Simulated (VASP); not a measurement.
# B (P6/mmm) in VASP: a series of runs

B is run at these levels: r2SCAN; tasks: single point.

All numbers are computed with VASP 6.6.1; they aren't measurements. Logs are shortened: lines on timing, memory, paths and dates and some standing lists are left out, and cuts for length are marked.

### 1 The cell of the first run

It takes space group P6/mmm (No. 191, hexagonal). Conventional cell: a = 1.726 Å, b = 1.726 Å, c = 3.538 Å, α = 90.00°, β = 90.00°, γ = 120.00°. Within 2.3 Å of B (site symmetry 6/mmm) lie 6 B at 1.73 Å.

### 2 Single point, r2SCAN

Contents of POSCAR:

```
B
1.0
    1.7257574820      0.0000000000      0.0000000000
   -0.8628787410      1.4945498202      0.0000000000
    0.0000000000      0.0000000000      3.5378201781
B
1
Direct
    0.0000000000      0.0000000000      0.0000000000
```

Contents of INCAR.step1:

```
SYSTEM = B
  ALGO = Normal
  EDIFF = 1E-4
  ENCUT = 520
  GGA = PE
  ISMEAR = 0
  LASPH = .TRUE.
  LCHARG = .FALSE.
  LREAL = .FALSE.
  LWAVE = .TRUE.
  NBANDS = 8
  NELM = 80
  PREC = Accurate
  SIGMA = 0.15
```

Contents of INCAR.step2:

```
SYSTEM = B
  ALGO = Normal
  EDIFF = 1E-6
  ENCUT = 520
  ISIF = 2
  ISMEAR = 0
  ISTART = 1
  LASPH = .TRUE.
  LCHARG = .TRUE.
  LELF = .TRUE.
  LMIXTAU = .TRUE.
  LREAL = .FALSE.
  LVHAR = .TRUE.
  LWAVE = .FALSE.
  METAGGA = R2SCAN
  NBANDS = 8
  NELM = 80
  PREC = Accurate
  SIGMA = 0.15
```

Contents of KPOINTS:

```
k-points
0
G
  36 36 14
  0 0 0
```

Potentials or basis: VASP PAW PBE potentials, release 64 (B).

Launch:

```
$ cat potpaw_PBE.64/B/POTCAR > POTCAR
$ cp INCAR.step1 INCAR
$ mpirun -np 1 vasp_std > vasp.out
$ cp INCAR.step2 INCAR
$ mpirun -np 1 vasp_std > vasp.out
```

OUTCAR:

```text
SYSTEM = B
   EDIFF = 1E-6
   ENCUT = 520
   ISIF = 2
   ISMEAR = 0
   ISTART = 1
   LASPH = .TRUE.
   LREAL = .FALSE.
   METAGGA = R2SCAN
   NELM = 80
   PREC = Accurate

 ion  position               nearest neighbor table
   1  0.000  0.000  0.000-

  LATTYP: Found a hexagonal cell.
 ALAT       =     1.7257574820
 C/A-ratio  =     2.0500100478

  Lattice vectors:

 A1 = (   1.7257574820,   0.0000000000,   0.0000000000)
 A2 = (  -0.8628787410,   1.4945498202,   0.0000000000)
 A3 = (   0.0000000000,   0.0000000000,   3.5378201781)

Analysis of symmetry for initial positions (statically):
=====================================================================
 Subroutine PRICEL returns:
 Original cell was already a primitive cell.

 Routine SETGRP: Setting up the symmetry group for a
 hexagonal supercell.

 Subroutine GETGRP returns: Found 24 space group operations
 (whereof 24 operations were pure point group operations)
 out of a pool of 24 trial point group operations.

The static configuration has the point symmetry D_6h.

Analysis of symmetry for dynamics (positions and initial velocities):
=====================================================================
 Subroutine PRICEL returns:
 Original cell was already a primitive cell.

 Routine SETGRP: Setting up the symmetry group for a
 hexagonal supercell.

 Subroutine GETGRP returns: Found 24 space group operations
 (whereof 24 operations were pure point group operations)
 out of a pool of 24 trial point group operations.

The dynamic configuration has the point symmetry D_6h.

 Subroutine INISYM returns: Found 24 space group operations
 (whereof 24 operations are pure point group operations),
 and found     1 'primitive' translations

----------------------------------------------------------------------------------------

                                     Primitive cell

  volume of cell :       9.1249

  direct lattice vectors                    reciprocal lattice vectors
     1.725757482  0.000000000  0.000000000     0.579455694  0.334548901  0.000000000
    -0.862878741  1.494549820  0.000000000     0.000000000  0.669097802  0.000000000
     0.000000000  0.000000000  3.537820178     0.000000000  0.000000000  0.282659929

  length of vectors
     1.725757482  1.725757482  3.537820178     0.669097802  0.669097802  0.282659929

  position of ions in fractional coordinates (direct lattice)
     0.000000000  0.000000000  0.000000000

  ion indices of the primitive-cell ions
   primitive index   ion index
                 1           1

----------------------------------------------------------------------------------------

 KPOINTS: k-points

Automatic generation of k-mesh.
 Grid dimensions read from file:
 generate k-points for:   36   36   14

 Generating k-lattice:

  Cartesian coordinates                     Fractional coordinates (reciprocal lattice)
     0.016095992  0.009293025  0.000000000     0.027777778  0.000000000  0.000000000
     0.000000000  0.018586050  0.000000000     0.000000000  0.027777778  0.000000000
     0.000000000  0.000000000  0.020189995     0.000000000  0.000000000  0.071428571

  Length of vectors
     0.018586050  0.018586050  0.020189995

  Shift w.r.t. Gamma in fractional coordinates (k-lattice)
     0.000000000  0.000000000  0.000000000

 Subroutine IBZKPT returns following result:
 ===========================================

 Found   1016 irreducible k-points:

 Following reciprocal coordinates:
            Coordinates               Weight
  0.000000  0.000000  0.000000      1.000000
  0.027778 -0.000000  0.000000      6.000000
  0.055556 -0.000000  0.000000      6.000000
  0.083333  0.000000  0.000000      6.000000
  0.111111 -0.000000  0.000000      6.000000
  0.138889  0.000000  0.000000      6.000000
[... 16 lines left out ...]
  0.111111  0.027778  0.000000     12.000000
  0.138889  0.027778  0.000000     12.000000
 [... further k-points ...]
   k-points           NKPTS =   1016   k-points in BZ     NKDIM =   1016   number of bands    NBANDS=      8
   number of dos      NEDOS =    301   number of ions     NIONS =      1
   total plane-waves  NPLWV =   5488
   dimension x,y,z NGX =    14 NGY =   14 NGZ =   28
   dimension x,y,z NGXF=    28 NGYF=   28 NGZF=   56
   ions per type =               1
   NGX,Y,Z   is equivalent  to a cutoff of  13.49, 13.49, 13.16 a.u.
   NGXF,Y,Z  is equivalent  to a cutoff of  26.97, 26.97, 26.31 a.u.
 SYSTEM =  B
   PREC   = accura    normal or accurate (medium, high low for compatibility)
   ISTART =      1    job   : 0-new  1-cont  2-samecut
   ICHARG =      0    charge: 1-file 2-atom 10-const
   ISPIN  =      1    spin polarized calculation?
   LNONCOLLINEAR =      F non collinear calculations
   LSORBIT =      F    spin-orbit coupling
   LASPH  =      T    aspherical Exc in radial PAW
   ENCUT  =  520.0 eV  38.22 Ry    6.18 a.u.   3.21  3.21  6.58*2*pi/ulx,y,z
   NELM   =     80;   NELMIN=  2; NELMDL=  0     # of ELM steps
   EDIFF  = 0.1E-05   stopping-criterion for ELM
   LREAL  =      F    real-space projection
   EDIFFG = 0.1E-04   stopping-criterion for IOM
   NSW    =      0    number of steps for IOM
   IBRION =     -1    ionic relax: 0-MD 1-quasi-New 2-CG
   NFREE  =      0    steps in history (QN), initial steepest desc. (CG)
   ISIF   =      2    stress and relaxation
   ISYM   =      2    0-nonsym 1-usesym 2-fastsym
   POTIM  = 0.5000    time-step for ionic-motion
   TEBEG  =    0.0;   TEEND  =   0.0 temperature during run
   PSTRESS=    0.0 pullay stress
   NELECT =       3.0000    total number of electrons
   NUPDOWN=      -1.0000    fix difference up-down
   EMIN   =  10.00;   EMAX   =-10.00  energy-range for DOS
   EFERMI =   0.00;   METHOD = LEGACY
   ISMEAR =     0;   SIGMA  =   0.15  broadening in eV -4-tet -1-fermi 0-gaus
   EFERMI_NEDOS =   21; number of points for ismear=-14 and -15
   IALGO  =     38    algorithm
   IMIX   =      4    mixing-type and parameters
     AMIX     =   0.40;   BMIX     =  1.00
     AMIX_MAG =   1.60;   BMIX_MAG =  1.00
  volume/ion in A,a.u.               =       9.12        61.58
  Fermi-wavevector in a.u.,A,eV,Ry     =   1.129900  2.135201 17.370199  1.276674
  Thomas-Fermi vector in A             =   2.266595
   LORBIT       =      0    0 simple, 1 ext, 2 COOP (PROOUT), +10 PAW based schemes
   METAGGA = R2SCAN    functional components
   LHFCALC =     F    Hartree Fock is set to
   AEXX    =    0.0000 exact exchange contribution
   IVDW    =     0    specifies the selected vdW correction
   LEPSILON=     F    determine dielectric tensor
   LRPA    =     F    only Hartree local field effects (RPA)
 non-spin polarized calculation
 Gauss-broadening in eV      SIGMA  =   0.15
  energy-cutoff  :      520.00
  volume of cell :        9.12
 maximum number of plane-waves:       271
 NGX is ok and might be reduce to    14

 number of electron       3.0000000 magnetization

 Free energy of the ion-electron system (eV)
  ---------------------------------------------------
  ext. energy  EPLUGINS =         0.00000000
  ---------------------------------------------------
  free energy    TOTEN  =        -6.59406512 eV

  energy without entropy =       -6.59161442  energy(sigma->0) =       -6.59283977

 E-fermi :   5.4275     XC(G=0): -10.8756

 val. band max:        5.4253592231   @ k =   0.3333   0.0556   0.4286
 cond. band min:       5.4339188270   @ k =   0.3611   0.2222   0.3571
 fundamental gap:      0.0085596039
 Fermi energy:         5.4274849552

 k-point     1 :       0.0000    0.0000    0.0000
  band No.  band energies     occupation
      1     -12.7004      2.00000
      2      -1.3036      2.00000
      3       8.3542      0.00000
      4      31.1973      0.00000
      5      31.1973      0.00000
      6      34.8473      0.00000
      7      40.9763      0.00000
      8      52.3488      0.00000

 k-point     2 :       0.0278   -0.0000    0.0000
  band No.  band energies     occupation
      1     -12.6623      2.00000
      2      -1.2511      2.00000
      3       8.3981      0.00000
      4      31.0012      0.00000
      5      31.0735      0.00000
      6      34.8828      0.00000
      7      41.0873      0.00000
      8      51.2143      0.00000

 k-point     3 :       0.0556   -0.0000    0.0000
  band No.  band energies     occupation
      1     -12.5482      2.00000
      2      -1.0937      2.00000
      3       8.5293      0.00000
      4      30.4270      0.00000
      5      30.7184      0.00000
      6      34.9874      0.00000
      7      41.3901      0.00000
      8      49.3390      0.00000

 k-point     4 :       0.0833    0.0000    0.0000
  band No.  band energies     occupation
      1     -12.3583      2.00000
      2      -0.8316      2.00000
      3       8.7473      0.00000
      4      29.5102      0.00000
      5      30.1744      0.00000
      6      35.1546      0.00000
      7      41.7984      0.00000
      8      47.6632      0.00000

 k-point     5 :       0.1111   -0.0000    0.0000
  band No.  band energies     occupation
      1     -12.0930      2.00000
      2      -0.4651      2.00000
      3       9.0505      0.00000
      4      28.2971      0.00000
      5      29.4952      0.00000
      6      35.3714      0.00000
      7      42.1522      0.00000
      8      46.4734      0.00000
[... 177 lines left out ...]
 k-point    22 :       0.0833    0.0278    0.0000
  band No.  band energies     occupation
      1     -12.2066      2.00000
      2      -0.6221      2.00000
      3       8.9209      0.00000
      4      28.9033      0.00000
      5      29.6613      0.00000
      6      35.2814      0.00000
      7      42.0947      0.00000
      8      46.8244      0.00000

 k-point    23 :       0.1111    0.0278    0.0000
  band No.  band energies     occupation
      1     -11.9039      2.00000
      2      -0.2037      2.00000
      3       9.2657      0.00000
      4      27.5818      0.00000
      5      28.9149      0.00000
      6      35.5124      0.00000
      7      42.3795      0.00000
      8      45.9933      0.00000

 k-point    24 :       0.1389    0.0278    0.0000
  band No.  band energies     occupation
      1     -11.5268      2.00000
      2       0.3181      2.00000
      3       9.6907      0.00000
      4      26.0348      0.00000
      5      28.1223      0.00000
      6      35.7482      0.00000
      7      42.2943      0.00000
      8      45.9196      0.00000

 [... further k-points ...]

------------------------ aborting loop because EDIFF is reached ----------------------------------------

  FORCE on cell =-STRESS in cart. coord.  units (eV):
  Direction    XX          YY          ZZ          XY          YZ          ZX
  --------------------------------------------------------------------------------------
  -------------------------------------------------------------------------------------
  Total       -0.5494328     -0.5494328      0.0878114      0.0000000     -0.0000000      0.0000000
  in kB      -96.4715496    -96.4715496     15.4182730      0.0000000     -0.0000000      0.0000000
  external PRESSURE =     -59.1749421 kB  Pullay stress =       0.0000000 kB

 VOLUME and BASIS-vectors are now :
 -----------------------------------------------------------------------------
  energy-cutoff  :      520.00
  volume of cell :        9.12
      direct lattice vectors                 reciprocal lattice vectors
     1.725757482  0.000000000  0.000000000     0.579455694  0.334548901  0.000000000
    -0.862878741  1.494549820  0.000000000     0.000000000  0.669097802  0.000000000
     0.000000000  0.000000000  3.537820178     0.000000000  0.000000000  0.282659929

 POSITION                                       TOTAL-FORCE (eV/Angst)
 -----------------------------------------------------------------------------------
      0.00000      0.00000      0.00000         0.000000      0.000000      0.000000
 -----------------------------------------------------------------------------------
    total drift:                                0.000000     -0.000000     -0.000000

  FREE ENERGIE OF THE ION-ELECTRON SYSTEM (eV)
  ---------------------------------------------------
  free  energy   TOTEN  =        -6.5940651210 eV

  energy  without entropy=       -6.5916144151  energy(sigma->0) =       -6.59283977
```

Run time: 3.4 min. Hardware: 1 thread of Intel Xeon 6975P-C, shared host; peak memory 0.17 GiB.

Results:

| Property | Result |
| --- | --- |
| Free energy | -6.5941 eV |
| Pressure | -5.9 GPa |

Stress tensor (GPa, compression positive):
```
-9.65  0.00  0.00
 0.00 -9.65  0.00
 0.00  0.00  1.54
```

Caveat: the PAW data sets were made with another functional, which shifts forces and pressure a little.

### 3 Single point, r2SCAN

This run uses another cell than the first one, of the same volume but with other edges.

Contents of POSCAR:

```
B
1.0
    1.6749701673      0.0000000000      0.0000000000
   -0.8374850836      1.4505667154      0.0000000000
    0.0000000000      0.0000000000      3.7556155794
B
1
Direct
    0.0000000000      0.0000000000      0.0000000000
```

Contents of INCAR.step1:

```
PREC = Accurate
ENCUT = 520
ISMEAR = 0
SIGMA = 0.15
LREAL = F
LASPH = T
NELM = 60
NBANDS = 8
GGA = PE
ALGO = Normal
EDIFF = 1E-4
LWAVE = T
LCHARG = F
```

Contents of INCAR.step2:

```
PREC = Accurate
ENCUT = 520
EDIFF = 1E-6
ISMEAR = 0
SIGMA = 0.15
LREAL = F
LASPH = T
NELM = 60
ALGO = Normal
ISIF = 2
LWAVE = F
LCHARG = T
METAGGA = R2SCAN
LMIXTAU = T
LELF = T
LVHAR = T
NBANDS = 8
ISTART = 1
```

Contents of KPOINTS:

```
Automatic mesh
0
Gamma
  36 36 14
```

Potentials or basis: VASP PAW PBE potentials, release 64 (B).

Launch:

```
$ cat potpaw_PBE.64/B/POTCAR > POTCAR
$ cp INCAR.step1 INCAR
$ mpirun -np 1 vasp_std > vasp.out
$ cp INCAR.step2 INCAR
$ mpirun -np 1 vasp_std > vasp.out
```

It took 2.1 min on 1 thread of Intel Xeon 6975P-C, shared host; peak memory 0.17 GiB.

The run converged. Its results:

| Quantity | Value |
| --- | --- |
| Free energy | -6.5846 eV |
| Pressure | 10.9 GPa |

Stress tensor (GPa, compression positive):
```
16.65  0.00  0.00
 0.00 16.65  0.00
 0.00  0.00 -0.62
```

Levels at points of the mesh, in eV from the Fermi level:
```tsv
k point	band 1	band 2	band 3	band 4	band 5
(0.00, 0.00, 0.00)	-18.78	-7.83	2.14	25.29	27.90
(0.50, 0.00, 0.00)	-9.65	1.44	6.96	14.87	18.06
(0.00, 0.00, 0.50)	-18.54	-9.41	8.59	12.83	27.90
(0.50, 0.00, 0.50)	-9.61	1.78	6.03	12.13	18.08
```

Caveat: the PAW data sets were made with another functional, which shifts forces and pressure a little.

### 4 Single point, r2SCAN

This run uses another cell than the first one, of the same volume but with other edges.

Contents of POSCAR:

```
B
1.0
    1.8338909766      0.0000000000      0.0000000000
   -0.9169454883      1.5881961735      0.0000000000
    0.0000000000      0.0000000000      3.1329124404
B
1
Direct
    0.0000000000      0.0000000000      0.0000000000
```

Contents of INCAR.step1:

```
PREC = Accurate
ENCUT = 520
ISMEAR = 0
SIGMA = 0.15
LREAL = False
LASPH = True
NELM = 100
NBANDS = 8
GGA = PE
ALGO = Normal
EDIFF = 1E-4
LWAVE = True
LCHARG = False
```

Contents of INCAR.step2:

```
PREC = Accurate
ENCUT = 520
EDIFF = 1E-6
ISMEAR = 0
SIGMA = 0.15
LREAL = False
LASPH = True
NELM = 100
ALGO = Normal
ISIF = 2
LWAVE = False
LCHARG = False
METAGGA = R2SCAN
LMIXTAU = True
NBANDS = 8
ISTART = 1
```

Contents of KPOINTS:

```
regular mesh
0
Gamma
  36 36 14
```

Launch:

```
$ cat potpaw_PBE.64/B/POTCAR > POTCAR
$ cp INCAR.step1 INCAR
$ mpirun -np 1 vasp_std > vasp.out
$ cp INCAR.step2 INCAR
$ mpirun -np 1 vasp_std > vasp.out
```

Wall time 2.4 min (1 thread of Intel Xeon 6975P-C, shared host); peak memory 0.17 GiB.

Results (log left out):

- Free energy: -6.3543 eV
- Pressure: -27.7 GPa

Stress tensor (GPa, compression positive):
```
-44.98   0.00   0.00
  0.00 -44.98   0.00
  0.00   0.00   6.80
```

Levels at points of the mesh, in eV from the Fermi level:
```tsv
k point	band 1	band 2	band 3	band 4	band 5	band 6
(0.00, 0.00, 0.00)	-16.85	-4.05	5.19	22.02	22.02	37.92
(0.50, 0.00, 0.00)	-8.00	-0.45	7.04	14.34	16.51	18.58
(0.00, 0.00, 0.50)	-15.82	-8.40	16.13	22.09	22.09	22.13
(0.50, 0.00, 0.50)	-7.63	0.82	4.08	10.05	14.48	27.12
```

Caveat: the PAW data sets were made with another functional, which shifts forces and pressure a little.

### 5 Summary

```tsv
cell	gap on the mesh (eV)	pressure (GPa)
a = 1.726, b = 1.726, c = 3.538 Å, angles 90.0, 90.0, 120.0°, 1 atom	none	-5.9
a = 1.675, b = 1.675, c = 3.756 Å, angles 90.0, 90.0, 120.0°, 1 atom	none	10.9
a = 1.834, b = 1.834, c = 3.133 Å, angles 90.0, 90.0, 120.0°, 1 atom	none	-27.7
```

Alike in all rows: task single point; level r2SCAN; potentials or basis VASP PAW PBE potentials, release 64 (B); no spin polarisation; k mesh 36 × 36 × 14; cutoff (eV) 520; smearing gaussian 0.15 eV.

Caveats: the PAW data sets were made with another functional, which shifts forces and pressure a little.

Total energies depend on the potentials used, so only differences within one code and one set of settings carry meaning.
